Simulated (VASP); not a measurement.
# Zr (P6_3/mmc) in VASP: further runs

Zr is run at these levels: LDA; tasks: single point.

Program: VASP 6.6.1. These are calculated values, not measurements. Logs are shortened: lines on timing, memory, paths and dates and some standing lists are left out, and cuts for length are marked.

## Step 1: The cell of the first run

It takes space group P6_3/mmc (No. 194, hexagonal). Conventional cell: a = 3.210 Å, b = 3.210 Å, c = 5.112 Å, α = 90.00°, β = 90.00°, γ = 120.00°. Within 4.2 Å of Zr (site symmetry -6m2) lie 12 Zr at 3.16 to 3.21 Å.

## Step 2: Single point, LDA

INCAR reads:

```
SYSTEM = Zr
PREC = Accurate
ENCUT = 520
EDIFF = 1E-7
ISMEAR = -1
SIGMA = 0.05
LREAL = .False.
LASPH = .True.
NELM = 100
ALGO = Normal
ISIF = 2
LWAVE = .False.
LCHARG = .False.
NBANDS = 19
```

KPOINTS reads:

```
Automatic mesh
0
Gamma
  10 10 5
  0 0 0
```

POSCAR reads:

```
Zr
1.0
    3.2103080712      0.0000000000      0.0000000000
   -1.6051540356      2.7802042662      0.0000000000
    0.0000000000      0.0000000000      5.1124553350
Zr
2
Direct
    0.3333333333      0.6666666667      0.2500000000
    0.6666666667      0.3333333333      0.7500000000
```

Potentials or basis: VASP PAW LDA potentials, release 64 (Zr_sv).

Started as:

```sh
cat potpaw_LDA.64/Zr_sv/POTCAR > POTCAR
mpirun -np 1 vasp_std > vasp.out
```

OUTCAR:

```text
SYSTEM = Zr
   PREC = Accurate
   ENCUT = 520
   EDIFF = 1E-7
   ISMEAR = -1
   LREAL = .False.
   LASPH = .True.
   NELM = 100
   ISIF = 2

 ion  position               nearest neighbor table
   1  0.333  0.667  0.250-   2 3.16   2 3.16   2 3.16   2 3.16   2 3.16   2 3.16
   2  0.667  0.333  0.750-   1 3.16   1 3.16   1 3.16   1 3.16   1 3.16   1 3.16

  LATTYP: Found a hexagonal cell.
 ALAT       =     3.2103080712
 C/A-ratio  =     1.5925123763

  Lattice vectors:

 A1 = (   3.2103080712,   0.0000000000,   0.0000000000)
 A2 = (  -1.6051540356,   2.7802042662,   0.0000000000)
 A3 = (   0.0000000000,   0.0000000000,   5.1124553350)

Analysis of symmetry for initial positions (statically):
=====================================================================
 Subroutine PRICEL returns:
 Original cell was already a primitive cell.

 Routine SETGRP: Setting up the symmetry group for a
 hexagonal supercell.

 Subroutine GETGRP returns: Found 24 space group operations
 (whereof 12 operations were pure point group operations)
 out of a pool of 24 trial point group operations.

The static configuration has the point symmetry D_3d.
 The point group associated with its full space group is D_6h.

Analysis of symmetry for dynamics (positions and initial velocities):
=====================================================================
 Subroutine PRICEL returns:
 Original cell was already a primitive cell.

 Routine SETGRP: Setting up the symmetry group for a
 hexagonal supercell.

 Subroutine GETGRP returns: Found 24 space group operations
 (whereof 12 operations were pure point group operations)
 out of a pool of 24 trial point group operations.

The dynamic configuration has the point symmetry D_3d.
 The point group associated with its full space group is D_6h.

 Subroutine INISYM returns: Found 24 space group operations
 (whereof 12 operations are pure point group operations),
 and found     1 'primitive' translations

----------------------------------------------------------------------------------------

                                     Primitive cell

  volume of cell :      45.6303

  direct lattice vectors                    reciprocal lattice vectors
     3.210308071  0.000000000  0.000000000     0.311496585  0.179842901  0.000000000
    -1.605154036  2.780204266  0.000000000     0.000000000  0.359685802  0.000000000
     0.000000000  0.000000000  5.112455335     0.000000000  0.000000000  0.195600731

  length of vectors
     3.210308071  3.210304540  5.112455335     0.359685406  0.359685802  0.195600731

  position of ions in fractional coordinates (direct lattice)
     0.333333333  0.666666667  0.250000000
     0.666666667  0.333333333  0.750000000

  ion indices of the primitive-cell ions
   primitive index   ion index
                 1           1
                 2           2

----------------------------------------------------------------------------------------

 KPOINTS: Automatic mesh

Automatic generation of k-mesh.
 Grid dimensions read from file:
 generate k-points for:   10   10    5

 Generating k-lattice:

  Cartesian coordinates                     Fractional coordinates (reciprocal lattice)
     0.031149658  0.017984290  0.000000000     0.100000000  0.000000000  0.000000000
     0.000000000  0.035968580  0.000000000     0.000000000  0.100000000  0.000000000
     0.000000000  0.000000000  0.039120146     0.000000000  0.000000000  0.200000000

  Length of vectors
     0.035968541  0.035968580  0.039120146

  Shift w.r.t. Gamma in fractional coordinates (k-lattice)
     0.000000000  0.000000000  0.000000000

 Subroutine IBZKPT returns following result:
 ===========================================

 Found     42 irreducible k-points:

 Following reciprocal coordinates:
            Coordinates               Weight
  0.000000  0.000000  0.000000      1.000000
  0.100000  0.000000  0.000000      6.000000
  0.200000  0.000000  0.000000      6.000000
  0.300000 -0.000000  0.000000      6.000000
  0.400000  0.000000  0.000000      6.000000
  0.500000  0.000000  0.000000      3.000000
[... 16 lines left out ...]
  0.300000  0.100000  0.200000     24.000000
  0.400000  0.100000  0.200000     24.000000
 [... further k-points ...]
   k-points           NKPTS =     42   k-points in BZ     NKDIM =     42   number of bands    NBANDS=     19
   number of dos      NEDOS =    301   number of ions     NIONS =      2
   total plane-waves  NPLWV =  23040
   dimension x,y,z NGX =    24 NGY =   24 NGZ =   40
   dimension x,y,z NGXF=    48 NGYF=   48 NGZF=   80
   ions per type =               2
   NGX,Y,Z   is equivalent  to a cutoff of  12.43, 12.43, 13.01 a.u.
   NGXF,Y,Z  is equivalent  to a cutoff of  24.86, 24.86, 26.01 a.u.
 SYSTEM =  Zr
   PREC   = accura    normal or accurate (medium, high low for compatibility)
   ISTART =      0    job   : 0-new  1-cont  2-samecut
   ICHARG =      2    charge: 1-file 2-atom 10-const
   ISPIN  =      1    spin polarized calculation?
   LNONCOLLINEAR =      F non collinear calculations
   LSORBIT =      F    spin-orbit coupling
   LASPH  =      T    aspherical Exc in radial PAW
   ENCUT  =  520.0 eV  38.22 Ry    6.18 a.u.   5.97  5.97  9.51*2*pi/ulx,y,z
   NELM   =    100;   NELMIN=  2; NELMDL= -5     # of ELM steps
   EDIFF  = 0.1E-06   stopping-criterion for ELM
   LREAL  =      F    real-space projection
   EDIFFG = 0.1E-05   stopping-criterion for IOM
   NSW    =      0    number of steps for IOM
   IBRION =     -1    ionic relax: 0-MD 1-quasi-New 2-CG
   NFREE  =      0    steps in history (QN), initial steepest desc. (CG)
   ISIF   =      2    stress and relaxation
   ISYM   =      2    0-nonsym 1-usesym 2-fastsym
   POTIM  = 0.5000    time-step for ionic-motion
   TEBEG  =    0.0;   TEEND  =   0.0 temperature during run
   PSTRESS=    0.0 pullay stress
   NELECT =      24.0000    total number of electrons
   NUPDOWN=      -1.0000    fix difference up-down
   EMIN   =  10.00;   EMAX   =-10.00  energy-range for DOS
   EFERMI =   0.00;   METHOD = LEGACY
   ISMEAR =    -1;   SIGMA  =   0.05  broadening in eV -4-tet -1-fermi 0-gaus
   EFERMI_NEDOS =   21; number of points for ismear=-14 and -15
   IALGO  =     38    algorithm
   IMIX   =      4    mixing-type and parameters
     AMIX     =   0.40;   BMIX     =  1.00
     AMIX_MAG =   1.60;   BMIX_MAG =  1.00
  volume/ion in A,a.u.               =      22.82       153.96
  Fermi-wavevector in a.u.,A,eV,Ry     =   1.321481  2.497237 23.760018  1.746312
  Thomas-Fermi vector in A             =   2.451232
   LORBIT       =      0    0 simple, 1 ext, 2 COOP (PROOUT), +10 PAW based schemes
   GGA     = CA    functional components
   LHFCALC =     F    Hartree Fock is set to
   AEXX    =    0.0000 exact exchange contribution
   IVDW    =     0    specifies the selected vdW correction
   LEPSILON=     F    determine dielectric tensor
   LRPA    =     F    only Hartree local field effects (RPA)
 non-spin polarized calculation
  energy-cutoff  :      520.00
  volume of cell :       45.63
 maximum number of plane-waves:      1250
 NGX is ok and might be reduce to    24
   NGX = 11   NGY = 11   NGZ = 19

 number of electron      24.0000000 magnetization

 Free energy of the ion-electron system (eV)
  ---------------------------------------------------
  ext. energy  EPLUGINS =         0.00000000
  ---------------------------------------------------
  free energy    TOTEN  =       -18.56914488 eV

  energy without entropy =      -18.55624017  energy(sigma->0) =      -18.56269253

 E-fermi :   9.0062     XC(G=0): -11.3871

 val. band max:        8.9764755543   @ k =   0.1000   0.1000   0.0000
 cond. band min:       9.0620364076   @ k =   0.1000   0.0000   0.4000
 fundamental gap:      0.0855608532
 Fermi energy:         9.0062447423

 k-point     1 :       0.0000    0.0000    0.0000
  band No.  band energies     occupation
      1     -39.5039      2.00000
      2     -39.3313      2.00000
      3     -18.2204      2.00000
      4     -17.2760      2.00000
      5     -17.2760      2.00000
      6     -17.1268      2.00000
[... 11 lines left out ...]
     18      11.1442      0.00000
     19      13.5199      0.00000

 k-point     2 :       0.1000    0.0000    0.0000
  band No.  band energies     occupation
      1     -39.4914      2.00000
      2     -39.3261      2.00000
      3     -18.1875      2.00000
      4     -17.3487      2.00000
      5     -17.2998      2.00000
      6     -17.1978      2.00000
[... 11 lines left out ...]
     18      10.9049      0.00000
     19      13.6974      0.00000

 k-point     3 :       0.2000    0.0000    0.0000
  band No.  band energies     occupation
      1     -39.4575      2.00000
      2     -39.3135      2.00000
      3     -18.0951      2.00000
      4     -17.5389      2.00000
      5     -17.3874      2.00000
      6     -17.3591      2.00000
[... 11 lines left out ...]
     18      11.5275      0.00000
     19      14.0190      0.00000

 k-point     4 :       0.3000   -0.0000    0.0000
  band No.  band energies     occupation
      1     -39.4124      2.00000
      2     -39.3006      2.00000
      3     -17.9622      2.00000
      4     -17.7726      2.00000
      5     -17.6087      2.00000
      6     -17.4285      2.00000
[... 11 lines left out ...]
     18      12.5905      0.00000
     19      14.2625      0.00000

 k-point     5 :       0.4000    0.0000    0.0000
  band No.  band energies     occupation
      1     -39.3709      2.00000
      2     -39.2949      2.00000
      3     -17.9594      2.00000
      4     -17.8232      2.00000
      5     -17.7791      2.00000
      6     -17.4823      2.00000
[... 11 lines left out ...]
     18      13.7468      0.00000
     19      14.3879      0.00000

 k-point     6 :       0.5000    0.0000    0.0000
  band No.  band energies     occupation
      1     -39.3521      2.00000
      2     -39.2957      2.00000
      3     -18.0301      2.00000
      4     -17.8425      2.00000
      5     -17.7511      2.00000
      6     -17.5024      2.00000
[... 11 lines left out ...]
     18      14.4318      0.00000
     19      15.3740      0.00000

 k-point     7 :       0.1000    0.1000    0.0000
  band No.  band energies     occupation
      1     -39.4681      2.00000
      2     -39.3172      2.00000
      3     -18.1248      2.00000
      4     -17.4615      2.00000
      5     -17.3948      2.00000
      6     -17.2826      2.00000
[... 11 lines left out ...]
     18      11.3862      0.00000
     19      13.8683      0.00000

 k-point     8 :       0.2000    0.1000    0.0000
  band No.  band energies     occupation
      1     -39.4285      2.00000
      2     -39.3046      2.00000
      3     -18.0115      2.00000
      4     -17.6559      2.00000
      5     -17.5656      2.00000
      6     -17.3823      2.00000
[... 256 lines left out ...]
 k-point    20 :       0.5000    0.0000    0.2000
  band No.  band energies     occupation
      1     -39.3467      2.00000
      2     -39.3011      2.00000
      3     -18.0942      2.00000
      4     -17.9270      2.00000
      5     -17.6319      2.00000
      6     -17.4779      2.00000
[... 11 lines left out ...]
     18      14.3987      0.00000
     19      14.8496      0.00000

 k-point    21 :       0.1000    0.1000    0.2000
  band No.  band energies     occupation
      1     -39.4539      2.00000
      2     -39.3319      2.00000
      3     -18.0533      2.00000
      4     -17.4329      2.00000
      5     -17.4301      2.00000
      6     -17.3193      2.00000
[... 11 lines left out ...]
     18      11.6834      0.00000
     19      13.8000      0.00000

 k-point    22 :       0.2000    0.1000    0.2000
  band No.  band energies     occupation
      1     -39.4168      2.00000
      2     -39.3165      2.00000
      3     -17.9897      2.00000
      4     -17.6394      2.00000
      5     -17.5700      2.00000
      6     -17.3963      2.00000
[... 11 lines left out ...]
     18      12.3827      0.00000
     19      13.9063      0.00000

 k-point    23 :       0.3000    0.1000    0.2000
  band No.  band energies     occupation
      1     -39.3762      2.00000
      2     -39.3044      2.00000
      3     -17.9868      2.00000
      4     -17.8126      2.00000
      5     -17.6567      2.00000
      6     -17.4703      2.00000
[... 11 lines left out ...]
     18      13.2289      0.00000
     19      14.2526      0.00000

 k-point    24 :       0.4000    0.1000    0.2000
  band No.  band energies     occupation
      1     -39.3469      2.00000
      2     -39.3009      2.00000
      3     -18.0567      2.00000
      4     -17.8980      2.00000
      5     -17.6464      2.00000
      6     -17.4977      2.00000
[... 11 lines left out ...]
     18      14.1225      0.00000
     19      14.9509      0.00000

 [... further k-points ...]

------------------------ aborting loop because EDIFF is reached ----------------------------------------

  FORCE on cell =-STRESS in cart. coord.  units (eV):
  Direction    XX          YY          ZZ          XY          YZ          ZX
  --------------------------------------------------------------------------------------
  -------------------------------------------------------------------------------------
  Total       -1.2678975     -1.2678938     -1.1779145      0.0000000     -0.0000000      0.0000000
  in kB      -44.5186296    -44.5184990    -41.3591328      0.0000000     -0.0000000      0.0000000
  external PRESSURE =     -43.4654205 kB  Pullay stress =       0.0000000 kB

 VOLUME and BASIS-vectors are now :
 -----------------------------------------------------------------------------
  energy-cutoff  :      520.00
  volume of cell :       45.63
      direct lattice vectors                 reciprocal lattice vectors
     3.210308071  0.000000000  0.000000000     0.311496585  0.179842901  0.000000000
    -1.605154036  2.780204266  0.000000000     0.000000000  0.359685802  0.000000000
     0.000000000  0.000000000  5.112455335     0.000000000  0.000000000  0.195600731

 POSITION                                       TOTAL-FORCE (eV/Angst)
 -----------------------------------------------------------------------------------
     -0.00000      1.85347      1.27811         0.000000      0.000000      0.000000
      1.60515      0.92673      3.83434        -0.000000      0.000000      0.000000
 -----------------------------------------------------------------------------------
    total drift:                               -0.000000      0.000000     -0.000000

  FREE ENERGIE OF THE ION-ELECTRON SYSTEM (eV)
  ---------------------------------------------------
  free  energy   TOTEN  =       -18.5691448828 eV

  energy  without entropy=      -18.5562401742  energy(sigma->0) =      -18.56269253
```

It took 46 s on 1 thread of AMD EPYC 7R13, shared host; peak memory 0.13 GiB.

Results:

```
Free energy            : -18.5691 eV
Pressure               : -4.3 GPa
Band gap on the k mesh : zero (band 12 reaches 9.85 eV, above the bottom of band 13 at 8.73 eV)
```

Levels at points of the mesh, in eV from the Fermi level:
```
           k point  band 10  band 11  band 12  band 13  band 14  band 15
(0.00, 0.00, 0.00)    -3.08     0.85     0.85     1.01     1.35     1.56
(0.50, 0.00, 0.00)    -2.52    -2.19    -0.10     0.50     0.81     1.50
```

## Step 3: Single point, LDA

This run uses another cell than the first one, of 23.28 Å³/atom, 1.020 times its volume.

INCAR reads:

```
PREC     = Accurate       # precision mode
ENCUT    = 520            # plane-wave cutoff, eV
EDIFF    = 1E-7           # SCF threshold, eV
ISMEAR   = -1             # smearing method
SIGMA    = 0.05           # smearing width, eV
LREAL    = F              # projectors in reciprocal space
LASPH    = T              # aspherical terms in the spheres
NELM     = 100            # most SCF steps
ALGO     = Normal         # electronic algorithm
ISIF     = 2              # what is computed and relaxed
LWAVE    = F              # write WAVECAR
LCHARG   = F              # write CHGCAR
GGA      = CA             # functional
NBANDS   = 19             # bands
```

KPOINTS reads:

```
Automatic mesh
0
Gamma
  10 10 5
```

POSCAR reads:

```
Zr
1.0
    3.2320000000      0.0000000000      0.0000000000
   -1.6160000000      2.7989900000      0.0000000000
    0.0000000000      0.0000000000      5.1470000000
Zr
2
Direct
    0.3333333333      0.6666666667      0.2500000000
    0.6666666667      0.3333333333      0.7500000000
```

Potentials or basis: VASP PAW LDA potentials, release 64 (Zr_sv).

Started as:

```sh
cat potpaw_LDA.64/Zr_sv/POTCAR > POTCAR
mpirun -np 1 vasp_std > vasp.out
```

OUTCAR:

```text
PREC = Accurate
   ENCUT = 520
   EDIFF = 1E-7
   ISMEAR = -1
   LREAL = F
   LASPH = T
   NELM = 100
   ISIF = 2
   GGA = CA

 ion  position               nearest neighbor table
   1  0.333  0.667  0.250-   2 3.18   2 3.18   2 3.18   2 3.18   2 3.18   2 3.18
   2  0.667  0.333  0.750-   1 3.18   1 3.18   1 3.18   1 3.18   1 3.18   1 3.18

  LATTYP: Found a hexagonal cell.
 ALAT       =     3.2320000000
 C/A-ratio  =     1.5925123762

  Lattice vectors:

[... 715 lines left out ...]

------------------------ aborting loop because EDIFF is reached ----------------------------------------

  FORCE on cell =-STRESS in cart. coord.  units (eV):
  Direction    XX          YY          ZZ          XY          YZ          ZX
  --------------------------------------------------------------------------------------
  -------------------------------------------------------------------------------------
  Total       -1.7876280     -1.7876228     -1.7532388      0.0000000      0.0000000      0.0000000
  in kB      -61.5121444    -61.5119640    -60.3288157      0.0000000      0.0000000      0.0000000
  external PRESSURE =     -61.1176414 kB  Pullay stress =       0.0000000 kB

 VOLUME and BASIS-vectors are now :
 -----------------------------------------------------------------------------
  energy-cutoff  :      520.00
  volume of cell :       46.56
      direct lattice vectors                 reciprocal lattice vectors
     3.232000000  0.000000000  0.000000000     0.309405941  0.178635865  0.000000000
    -1.616000000  2.798990000  0.000000000     0.000000000  0.357271730  0.000000000
     0.000000000  0.000000000  5.147000000     0.000000000  0.000000000  0.194287935

 POSITION                                       TOTAL-FORCE (eV/Angst)
 -----------------------------------------------------------------------------------
     -0.00000      1.86599      1.28675        -0.000000      0.000000      0.000000
      1.61600      0.93300      3.86025         0.000000      0.000000      0.000000
 -----------------------------------------------------------------------------------
    total drift:                               -0.000000      0.000000     -0.000000

  FREE ENERGIE OF THE ION-ELECTRON SYSTEM (eV)
  ---------------------------------------------------
  free  energy   TOTEN  =       -18.5390302662 eV

  energy  without entropy=      -18.5262309511  energy(sigma->0) =      -18.53263061
```

stdout:

```text
POSCAR found type information on POSCAR Zr
 POSCAR found :  1 types and       2 ions
 scaLAPACK will be used
 LDA part: xc-table for (Slater(with rela. corr.)+CA(PZ))
 , standard interpolation
 POSCAR, INCAR and KPOINTS ok, starting setup
 FFT: planning ... GRIDC
 FFT: planning ... GRID_SOFT
 FFT: planning ... GRID
 WAVECAR not read
 entering main loop
```

Wall time 42 s (1 thread of AMD EPYC 7R13, shared host); peak memory 0.13 GiB.

What came out:

```
Free energy            : -18.5390 eV
Pressure               : -6.1 GPa
Band gap on the k mesh : zero (band 12 reaches 9.62 eV, above the bottom of band 13 at 8.50 eV)
```

Levels at points of the mesh, in eV from the Fermi level:
| k point | band 10 | band 11 | band 12 | band 13 | band 14 | band 15 |
| --- | --- | --- | --- | --- | --- | --- |
| (0.00, 0.00, 0.00) | -3.02 | 0.84 | 0.84 | 1.00 | 1.27 | 1.53 |
| (0.50, 0.00, 0.00) | -2.49 | -2.13 | -0.14 | 0.50 | 0.79 | 1.46 |
